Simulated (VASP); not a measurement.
Input of a VASP 6.6.1 run:

INCAR

```
SYSTEM = AlN
PREC = Accurate ; ENCUT = 520
EDIFF = 1E-6 ; ISMEAR = 0
SIGMA = 0.05 ; LREAL = .False.
LASPH = .True. ; NELM = 60
ALGO = Normal ; ISIF = 2
LWAVE = .False. ; LCHARG = .True.
GGA = PE ; LELF = .True.
LVHAR = .True. ; NBANDS = 26
```

Contents of KPOINTS:

```
regular mesh
0
Gamma
  8 6 4
  0 0 0
```

File POSCAR:

```
AlN
1.0
   -3.3134793387      0.0000000000      0.0000000000
    0.0000000000      0.0000000000     -4.1875902400
    0.0000000000     -5.7391145645      0.0000000000
Al N
4 4
Direct
    0.5222123009      0.2500000000      0.1666666667
   -0.0222123009      0.2500000000      0.6666666667
    0.0222123009      0.7500000000      0.3333333333
    0.4777876991      0.7500000000      0.8333333333
    0.5214016404      0.7500000000      0.1666666667
   -0.0214016404      0.7500000000      0.6666666667
    0.0214016404      0.2500000000      0.3333333333
    0.4785983596      0.2500000000      0.8333333333
```

Potentials or basis: VASP PAW PBE potentials, release 64 (Al, N).

Run with:

```console
$ cat potpaw_PBE.64/Al/POTCAR potpaw_PBE.64/N/POTCAR > POTCAR
$ mpirun -np 1 vasp_std > vasp.out
```

(1) Predict the band gap on the k mesh.

(2) What does it give for the largest force?

(3) Predict the pressure.

## Answers

(1) 3.24 eV.

(2) 0.229 eV/Å.

(3) -0.5 GPa.

Caveat: the cell differs from its parent crystal (mode 4 frozen in at -0.074 Å and mode 5 at +0.000 Å (largest displacements)).
